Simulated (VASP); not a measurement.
# LiH (zincblende type) (Imm2) in VASP: single point with PBE

Aim: the single point of LiH (zincblende type) with PBE.

All numbers are computed with VASP 6.6.1; they aren't measurements. Logs are shortened: lines on timing, memory, paths and dates and some standing lists are left out, and cuts for length are marked.

## 1. The cell of the first run

It takes space group Imm2 (No. 44, orthorhombic). The conventional cell has a = 3.033 Å, b = 3.033 Å, c = 4.290 Å, α = 90.00°, β = 90.00°, γ = 90.00°. Within 2.4 Å of Li (site symmetry mm2) lie 4 H at 1.83 to 1.89 Å. H (site symmetry mm2) has 4 Li at 1.83 to 1.89 Å within 2.4 Å.

## 2. Single point, PBE (atom 2 (H) moved by [0.05, 0.0, 0.0] A)

File INCAR:

```
SYSTEM = LiH
PREC = Accurate ; ENCUT = 520
EDIFF = 1E-6 ; ISMEAR = -1
SIGMA = 0.05 ; LREAL = .False.
LASPH = .True. ; NELM = 100
ALGO = Normal ; ISIF = 2
LWAVE = .False. ; LCHARG = .True.
GGA = PE ; LELF = .True.
LVHAR = .True. ; NBANDS = 9
```

File KPOINTS:

```
regular mesh
0
Gamma
  13 13 13
  0 0 0
```

File POSCAR:

```
LiH
1.0
    0.0000000000      2.1448522242      2.1448522242
    2.1448522242      0.0000000000      2.1448522242
    2.1448522242      2.1448522242      0.0000000000
Li H
1 1
Direct
    0.0000000000      0.0000000000      0.0000000000
    0.2383441853      0.2616558147      0.2616558147
```

Potentials or basis: VASP PAW PBE potentials, release 64 (Li_sv, H).

Run with:

```bash
cat potpaw_PBE.64/Li_sv/POTCAR potpaw_PBE.64/H/POTCAR > POTCAR
mpirun -np 1 vasp_std > vasp.out
```

OUTCAR:

```text
SYSTEM = LiH
   PREC = Accurate
   ENCUT = 520
   EDIFF = 1E-6
   ISMEAR = -1
   LREAL = .False.
   LASPH = .True.
   NELM = 100
   ISIF = 2
   GGA = PE

 ion  position               nearest neighbor table
   1  0.000  0.000  0.000-
   2  0.238  0.262  0.262-

  LATTYP: Found a face centered cubic cell.
 ALAT       =     4.2897044484

  Lattice vectors:

 A1 = (   0.0000000000,   2.1448522242,   2.1448522242)
 A2 = (   2.1448522242,   0.0000000000,   2.1448522242)
 A3 = (   2.1448522242,   2.1448522242,   0.0000000000)

Analysis of symmetry for initial positions (statically):
=====================================================================
 Subroutine PRICEL returns:
 Original cell was already a primitive cell.

 Routine SETGRP: Setting up the symmetry group for a
 face centered cubic supercell.

 Subroutine GETGRP returns: Found  4 space group operations
 (whereof  4 operations were pure point group operations)
 out of a pool of 48 trial point group operations.

The static configuration has the point symmetry C_2v.

Analysis of symmetry for dynamics (positions and initial velocities):
=====================================================================
 Subroutine PRICEL returns:
 Original cell was already a primitive cell.

 Routine SETGRP: Setting up the symmetry group for a
 face centered cubic supercell.

 Subroutine GETGRP returns: Found  4 space group operations
 (whereof  4 operations were pure point group operations)
 out of a pool of 48 trial point group operations.

The dynamic configuration has the point symmetry C_2v.

 Subroutine INISYM returns: Found  4 space group operations
 (whereof  4 operations are pure point group operations),
 and found     1 'primitive' translations

----------------------------------------------------------------------------------------

                                     Primitive cell

  volume of cell :      19.7343

  direct lattice vectors                    reciprocal lattice vectors
     0.000000000  2.144852224  2.144852224    -0.233116293  0.233116293  0.233116293
     2.144852224  0.000000000  2.144852224     0.233116293 -0.233116293  0.233116293
     2.144852224  2.144852224  0.000000000     0.233116293  0.233116293 -0.233116293

  length of vectors
     3.033279105  3.033279105  3.033279105     0.403769264  0.403769264  0.403769264

  position of ions in fractional coordinates (direct lattice)
     0.000000000  0.000000000  0.000000000
     0.238344185  0.261655815  0.261655815

  ion indices of the primitive-cell ions
   primitive index   ion index
                 1           1
                 2           2

----------------------------------------------------------------------------------------

 KPOINTS: regular mesh

Automatic generation of k-mesh.
 Grid dimensions read from file:
 generate k-points for:   13   13   13

 Generating k-lattice:

  Cartesian coordinates                     Fractional coordinates (reciprocal lattice)
    -0.017932023  0.017932023  0.017932023     0.076923077  0.000000000  0.000000000
     0.017932023 -0.017932023  0.017932023     0.000000000  0.076923077  0.000000000
     0.017932023  0.017932023 -0.017932023     0.000000000  0.000000000  0.076923077

  Length of vectors
     0.031059174  0.031059174  0.031059174

  Shift w.r.t. Gamma in fractional coordinates (k-lattice)
     0.000000000  0.000000000  0.000000000

 Subroutine IBZKPT returns following result:
 ===========================================

 Found    343 irreducible k-points:

 Following reciprocal coordinates:
            Coordinates               Weight
  0.000000  0.000000  0.000000      1.000000
  0.076923  0.000000  0.000000      4.000000
  0.000000  0.076923  0.000000      4.000000
  0.153846  0.000000  0.000000      4.000000
  0.000000  0.153846  0.000000      4.000000
  0.230769  0.000000  0.000000      4.000000
[... 16 lines left out ...]
  0.153846 -0.076923 -0.076923      4.000000
  0.307692  0.076923  0.000000      8.000000
 [... further k-points ...]
   k-points           NKPTS =    343   k-points in BZ     NKDIM =    343   number of bands    NBANDS=      9
   number of dos      NEDOS =    301   number of ions     NIONS =      2
   total plane-waves  NPLWV =  13824
   dimension x,y,z NGX =    24 NGY =   24 NGZ =   24
   dimension x,y,z NGXF=    48 NGYF=   48 NGZF=   48
   ions per type =               1   1
   NGX,Y,Z   is equivalent  to a cutoff of  13.15, 13.15, 13.15 a.u.
   NGXF,Y,Z  is equivalent  to a cutoff of  26.31, 26.31, 26.31 a.u.
 SYSTEM =  LiH
   PREC   = accura    normal or accurate (medium, high low for compatibility)
   ISTART =      0    job   : 0-new  1-cont  2-samecut
   ICHARG =      2    charge: 1-file 2-atom 10-const
   ISPIN  =      1    spin polarized calculation?
   LNONCOLLINEAR =      F non collinear calculations
   LSORBIT =      F    spin-orbit coupling
   LASPH  =      T    aspherical Exc in radial PAW
   ENCUT  =  520.0 eV  38.22 Ry    6.18 a.u.   5.64  5.64  5.64*2*pi/ulx,y,z
   NELM   =    100;   NELMIN=  2; NELMDL= -5     # of ELM steps
   EDIFF  = 0.1E-05   stopping-criterion for ELM
   LREAL  =      F    real-space projection
   EDIFFG = 0.1E-04   stopping-criterion for IOM
   NSW    =      0    number of steps for IOM
   IBRION =     -1    ionic relax: 0-MD 1-quasi-New 2-CG
   NFREE  =      0    steps in history (QN), initial steepest desc. (CG)
   ISIF   =      2    stress and relaxation
   ISYM   =      2    0-nonsym 1-usesym 2-fastsym
   POTIM  = 0.5000    time-step for ionic-motion
   TEBEG  =    0.0;   TEEND  =   0.0 temperature during run
   PSTRESS=    0.0 pullay stress
   NELECT =       4.0000    total number of electrons
   NUPDOWN=      -1.0000    fix difference up-down
   EMIN   =  10.00;   EMAX   =-10.00  energy-range for DOS
   EFERMI =   0.00;   METHOD = LEGACY
   ISMEAR =    -1;   SIGMA  =   0.05  broadening in eV -4-tet -1-fermi 0-gaus
   EFERMI_NEDOS =   21; number of points for ismear=-14 and -15
   IALGO  =     38    algorithm
   IMIX   =      4    mixing-type and parameters
     AMIX     =   0.40;   BMIX     =  1.00
     AMIX_MAG =   1.60;   BMIX_MAG =  1.00
  volume/ion in A,a.u.               =       9.87        66.59
  Fermi-wavevector in a.u.,A,eV,Ry     =   0.961658  1.817271 12.582487  0.924787
  Thomas-Fermi vector in A             =   2.091049
   LORBIT       =      0    0 simple, 1 ext, 2 COOP (PROOUT), +10 PAW based schemes
   GGA     = PE    functional components
   LHFCALC =     F    Hartree Fock is set to
   AEXX    =    0.0000 exact exchange contribution
   IVDW    =     0    specifies the selected vdW correction
   LEPSILON=     F    determine dielectric tensor
   LRPA    =     F    only Hartree local field effects (RPA)
 non-spin polarized calculation
  energy-cutoff  :      520.00
  volume of cell :       19.73
 maximum number of plane-waves:       542
   NGX = 11   NGY = 11   NGZ = 11

 number of electron       3.9999993 magnetization

 Free energy of the ion-electron system (eV)
  ---------------------------------------------------
  ext. energy  EPLUGINS =         0.00000000
  ---------------------------------------------------
  free energy    TOTEN  =        -6.02779284 eV

  energy without entropy =       -6.02779284  energy(sigma->0) =       -6.02779284

 E-fermi :  -0.5204     XC(G=0):  -7.6946

 val. band max:       -1.6821671736   @ k =  -0.3077   0.4615   0.2308
 cond. band min:       2.5414871574   @ k =  -0.4615   0.0769   0.0000
 fundamental gap:      4.2236543310
 Fermi energy:        -0.5203746719

 k-point     1 :       0.0000    0.0000    0.0000
  band No.  band energies     occupation
      1     -45.0079      2.00000
      2      -5.3490      2.00000
      3      11.4096      0.00000
      4      15.5419      0.00000
      5      15.6242      0.00000
      6      15.6798      0.00000
      7      18.1650      0.00000
      8      18.1889      0.00000
      9      18.2241      0.00000

 k-point     2 :       0.0769    0.0000    0.0000
  band No.  band energies     occupation
      1     -45.0066      2.00000
      2      -5.2549      2.00000
      3      10.8454      0.00000
      4      14.6918      0.00000
      5      15.1873      0.00000
      6      15.2810      0.00000
      7      18.6855      0.00000
      8      18.7415      0.00000
      9      19.9570      0.00000

 k-point     3 :       0.0000    0.0769    0.0000
  band No.  band energies     occupation
      1     -45.0066      2.00000
      2      -5.2572      2.00000
      3      10.8863      0.00000
      4      14.5696      0.00000
      5      15.2294      0.00000
      6      15.3035      0.00000
      7      18.7050      0.00000
      8      18.7265      0.00000
      9      20.0020      0.00000

 k-point     4 :       0.1538    0.0000    0.0000
  band No.  band energies     occupation
      1     -45.0031      2.00000
      2      -4.9750      2.00000
      3       9.1968      0.00000
      4      14.1319      0.00000
      5      14.5641      0.00000
      6      14.6695      0.00000
      7      19.5192      0.00000
      8      19.6060      0.00000
      9      21.9902      0.00000

 k-point     5 :       0.0000    0.1538    0.0000
  band No.  band energies     occupation
      1     -45.0030      2.00000
      2      -4.9843      2.00000
      3       9.2809      0.00000
      4      13.9854      0.00000
      5      14.6033      0.00000
      6      14.6637      0.00000
      7      19.5806      0.00000
      8      19.6417      0.00000
      9      22.0464      0.00000

 k-point     6 :       0.2308    0.0000    0.0000
  band No.  band energies     occupation
      1     -44.9980      2.00000
      2      -4.5193      2.00000
      3       7.1451      0.00000
      4      13.9999      0.00000
      5      14.0271      0.00000
      6      14.2923      0.00000
      7      19.3795      0.00000
      8      19.5067      0.00000
      9      21.2122      0.00000
[... 169 lines left out ...]
 k-point    21 :       0.0000    0.2308    0.0769
  band No.  band energies     occupation
      1     -44.9988      2.00000
      2      -4.6231      2.00000
      3       7.8865      0.00000
      4      13.0662      0.00000
      5      13.3260      0.00000
      6      15.2733      0.00000
      7      18.6806      0.00000
      8      20.5130      0.00000
      9      21.0842      0.00000

 k-point    22 :       0.0769    0.0000    0.2308
  band No.  band energies     occupation
      1     -44.9988      2.00000
      2      -4.6275      2.00000
      3       7.9090      0.00000
      4      12.9919      0.00000
      5      13.4037      0.00000
      6      15.2607      0.00000
      7      18.6585      0.00000
      8      20.4818      0.00000
      9      21.1421      0.00000

 k-point    23 :       0.1538   -0.0769   -0.0769
  band No.  band energies     occupation
      1     -44.9988      2.00000
      2      -4.6125      2.00000
      3       7.8243      0.00000
      4      13.0012      0.00000
      5      13.4877      0.00000
      6      15.2302      0.00000
      7      18.6823      0.00000
      8      20.4789      0.00000
      9      21.0898      0.00000

 k-point    24 :       0.3077    0.0769    0.0000
  band No.  band energies     occupation
      1     -44.9936      2.00000
      2      -4.0521      2.00000
      3       5.8410      0.00000
      4      12.6617      0.00000
      5      13.3777      0.00000
      6      14.7582      0.00000
      7      18.1313      0.00000
      8      20.2247      0.00000
      9      21.0748      0.00000

 [... further k-points ...]

------------------------ aborting loop because EDIFF is reached ----------------------------------------

  FORCE on cell =-STRESS in cart. coord.  units (eV):
  Direction    XX          YY          ZZ          XY          YZ          ZX
  --------------------------------------------------------------------------------------
  -------------------------------------------------------------------------------------
  Total       -0.0262430     -0.0158264     -0.0158264      0.0000000     -0.0815242      0.0000000
  in kB       -2.1305971     -1.2848998     -1.2848998      0.0000000     -6.6187328      0.0000000
  external PRESSURE =      -1.5667989 kB  Pullay stress =       0.0000000 kB

 VOLUME and BASIS-vectors are now :
 -----------------------------------------------------------------------------
  energy-cutoff  :      520.00
  volume of cell :       19.73
      direct lattice vectors                 reciprocal lattice vectors
     0.000000000  2.144852224  2.144852224    -0.233116293  0.233116293  0.233116293
     2.144852224  0.000000000  2.144852224     0.233116293 -0.233116293  0.233116293
     2.144852224  2.144852224  0.000000000     0.233116293  0.233116293 -0.233116293

 POSITION                                       TOTAL-FORCE (eV/Angst)
 -----------------------------------------------------------------------------------
      0.00000      0.00000      0.00000         0.113202      0.000000      0.000000
      1.12243      1.07243      1.07243        -0.113202      0.000000      0.000000
 -----------------------------------------------------------------------------------
    total drift:                                0.000039     -0.000000     -0.000000

  FREE ENERGIE OF THE ION-ELECTRON SYSTEM (eV)
  ---------------------------------------------------
  free  energy   TOTEN  =        -6.0277928450 eV

  energy  without entropy=       -6.0277928450  energy(sigma->0) =       -6.02779284
```

Run time: 20 s. Hardware: 1 thread of Intel Xeon Platinum 8488C (Sapphire Rapids), shared host; peak memory 0.17 GiB.

What came out:

- Free energy: -6.0278 eV
- Largest force: 0.113 eV/Å
- Band gap on the k mesh: 4.22 eV (least direct gap 5.14 eV)

Forces in eV/Å, atoms in the order of the input:
```
Li   0.113  0.000  0.000
H   -0.113  0.000  0.000
```

Caveat: the cell differs from its parent crystal (atom 2 (H) moved by [0.05, 0.0, 0.0] A); the cutoff is under 1.25 times the usual one of these potentials, so pressure, stress and relaxed cells hold a basis-set (Pulay) error.
